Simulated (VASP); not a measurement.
# CaO (l) (Fm-3m) in VASP: further runs, part 2 of 2

VASP 6.6.1. Earlier steps stand in the parts before.

**4. Relaxation of cell and atoms, LDA**

The input, INCAR:

```
  ALGO = Normal
  EDIFF = 1E-7
  EDIFFG = -0.002
  ENCUT = 600
  GGA = CA
  GGA_COMPAT = F
  IBRION = 2
  ISIF = 3
  ISMEAR = 0
  LASPH = T
  LCHARG = F
  LREAL = F
  LWAVE = F
  NELM = 120
  NELMIN = 4
  NSW = 100
  PREC = Accurate
  SIGMA = 0.02
```

The input, KPOINTS:

```
k-points
0
Gamma
  8 8 8
```

The input, POSCAR:

```
CaO
1.0
    0.0000000000      2.4035557000      2.4035557000
    2.4035557000      0.0000000000      2.4035557000
    2.4035557000      2.4035557000      0.0000000000
Ca O
1 1
Direct
    0.0000000000      0.0000000000      0.0000000000
    0.5000000000      0.5000000000      0.5000000000
```

Potentials or basis: VASP PAW LDA potentials, release 64 (Ca_sv, O).

Run with:

```
> cat potpaw_LDA.64/Ca_sv/POTCAR potpaw_LDA.64/O/POTCAR > POTCAR
> mpirun -np 1 vasp_std > vasp.out
```

OUTCAR:

```text
EDIFF = 1E-7
   EDIFFG = -0.002
   ENCUT = 600
   GGA = CA
   IBRION = 2
   ISIF = 3
   ISMEAR = 0
   LASPH = T
   LREAL = F
   NELM = 120
   NELMIN = 4
   NSW = 100
   PREC = Accurate

 ion  position               nearest neighbor table
   1  0.000  0.000  0.000-   2 2.40   2 2.40   2 2.40   2 2.40   2 2.40   2 2.40
   2  0.500  0.500  0.500-   1 2.40   1 2.40   1 2.40   1 2.40   1 2.40   1 2.40

  LATTYP: Found a face centered cubic cell.
 ALAT       =     4.8071114000

  Lattice vectors:

 A1 = (   0.0000000000,   2.4035557000,   2.4035557000)
 A2 = (   2.4035557000,   0.0000000000,   2.4035557000)
 A3 = (   2.4035557000,   2.4035557000,   0.0000000000)

Analysis of symmetry for initial positions (statically):
=====================================================================
 Subroutine PRICEL returns:
 Original cell was already a primitive cell.

 Routine SETGRP: Setting up the symmetry group for a
 face centered cubic supercell.

 Subroutine GETGRP returns: Found 48 space group operations
 (whereof 48 operations were pure point group operations)
 out of a pool of 48 trial point group operations.

The static configuration has the point symmetry O_h .

Analysis of symmetry for dynamics (positions and initial velocities):
=====================================================================
 Subroutine PRICEL returns:
 Original cell was already a primitive cell.

 Routine SETGRP: Setting up the symmetry group for a
 face centered cubic supercell.

 Subroutine GETGRP returns: Found 48 space group operations
 (whereof 48 operations were pure point group operations)
[... 228 lines left out ...]
  ---------------------------------------------------
  free energy    TOTEN  =       -14.22649510 eV

  energy without entropy =      -14.22649510  energy(sigma->0) =      -14.22649510

 E-fermi :   2.4780     XC(G=0): -11.3069

 val. band max:        2.3463425913   @ k =   0.0000   0.0000   0.0000
 cond. band min:       5.7717995675   @ k =   0.5000   0.5000   0.0000
 fundamental gap:      3.4254569762
 Fermi energy:         2.4780374119

 k-point     1 :       0.0000    0.0000    0.0000
  band No.  band energies     occupation
      1     -34.4986      2.00000
      2     -15.4974      2.00000
      3     -15.4974      2.00000
      4     -15.4974      2.00000
      5     -12.9713      2.00000
      6       2.3463      2.00000
      7       2.3463      2.00000
      8       2.3463      2.00000
      9       7.3771      0.00000
     10       8.5827      0.00000
     11       8.5827      0.00000
     12       8.5827      0.00000
[... 331 lines left out ...]
 k-point    24 :      -0.3750    0.2500    0.1250
  band No.  band energies     occupation
      1     -34.3333      2.00000
      2     -16.6562      2.00000
      3     -15.8041      2.00000
      4     -15.6570      2.00000
      5     -11.8233      2.00000
      6       0.1541      2.00000
      7       1.1420      2.00000
      8       1.1864      2.00000
      9       9.2041      0.00000
     10       9.2741      0.00000
     11      11.3947      0.00000
     12      11.6893      0.00000

 [... further k-points ...]

------------------------ aborting loop because EDIFF is reached ----------------------------------------

  FORCE on cell =-STRESS in cart. coord.  units (eV):
  Direction    XX          YY          ZZ          XY          YZ          ZX
  --------------------------------------------------------------------------------------
  -------------------------------------------------------------------------------------
  Total        0.0001499      0.0001499      0.0001499      0.0000000      0.0000000      0.0000000
  in kB        0.0091525      0.0091525      0.0091525      0.0000000      0.0000000      0.0000000
  external PRESSURE =       0.0091525 kB  Pullay stress =       0.0000000 kB
[... 17 lines left out ...]
  FREE ENERGIE OF THE ION-ELECTRON SYSTEM (eV)
  ---------------------------------------------------
  free  energy   TOTEN  =       -14.2264950966 eV

  energy  without entropy=      -14.2264950966  energy(sigma->0) =      -14.22649510

 reached required accuracy - stopping structural energy minimisation
```

OSZICAR:

```text
N       E                     dE             d eps       ncg     rms          rms(c)
DAV:   1     0.138051048914E+03    0.13805E+03   -0.92766E+03   696   0.151E+03
DAV:   2    -0.841263317067E+01   -0.14646E+03   -0.13820E+03   796   0.354E+02
DAV:   3    -0.156206572443E+02   -0.72080E+01   -0.71480E+01   888   0.805E+01
[... 29 lines left out ...]
DAV:   5    -0.142259673150E+02   -0.63042E-04   -0.95663E-05   876   0.118E-01    0.854E-02
DAV:   6    -0.142264622107E+02   -0.49490E-03   -0.59617E-04  1116   0.157E-01    0.340E-02
DAV:   7    -0.142264963631E+02   -0.34152E-04   -0.54680E-05  1132   0.739E-02    0.575E-03
DAV:   8    -0.142264950723E+02    0.12908E-05   -0.22910E-06  1100   0.117E-02    0.106E-03
DAV:   9    -0.142264950966E+02   -0.24244E-07   -0.23605E-07   940   0.199E-03
   3 F= -.14226495E+02 E0= -.14226495E+02  d E =-.320468E-01
```

It took 24 s on 1 thread of Intel Xeon Platinum 8375C at 2.90GHz (Ice Lake), shared host; peak memory 0.16 GiB.

What came out:

```yaml
Free_energy: -14.2265 eV
Relaxed_volume: 13.12 Å³/atom
Relaxed_cell: a = 3.336 Å, b = 3.336 Å, c = 3.336 Å, α = 60.00°, β = 60.00°, γ = 60.00°
Space_group_after_relaxing_to_0.05_Å: Fm-3m (No. 225)
Energy_gained_by_relaxing: 16.0 meV/atom
Ionic_steps: 3
Pressure_after_relaxing: 0.0 GPa
Band_gap_on_the_k_mesh: 3.43 eV, indirect (least direct gap 3.79 eV)
```

Step by step:
```csv
step,energy change (eV),largest force (eV/Å),pressure (GPa),volume (Å³)
1,0.0000,0.0000,-6.40,27.77
2,-0.0254,0.0000,3.39,25.60
3,-0.0320,0.0000,0.00,26.25
```

Final structure:
```yaml
crystal:
  lattice:
    - [0.00000, 2.35876, 2.35876]
    - [2.35876, 0.00000, 2.35876]
    - [2.35876, 2.35876, 0.00000]
  atoms:
    - { symbol: Ca, position: [0.00000, 0.00000, 0.00000] }
    - { symbol: O, position: [0.50000, 0.50000, 0.50000] }
```

**5. Summary**

```tsv
task	cell	k mesh	smearing	gap on the mesh (eV)	pressure (GPa)
single point	a = 3.399 Å, angles 60.0°, 2 atoms	6 × 6 × 6	gaussian 0.1 eV	3.46	-6.4
single point	a = 3.329 Å, angles 60.0°, 2 atoms	8 × 8 × 8	gaussian 0.02 eV	3.42	0.8
relaxation of cell and atoms	relaxed from a = 3.399 Å, angles 60.0°, 2 atoms	8 × 8 × 8	gaussian 0.02 eV	3.43	0.0
```

Alike in all rows: level LDA; potentials or basis VASP PAW LDA potentials, release 64 (Ca_sv, O); no spin polarisation; cutoff (eV) 600.

Total energies depend on the potentials used, so only differences within one code and one set of settings carry meaning.
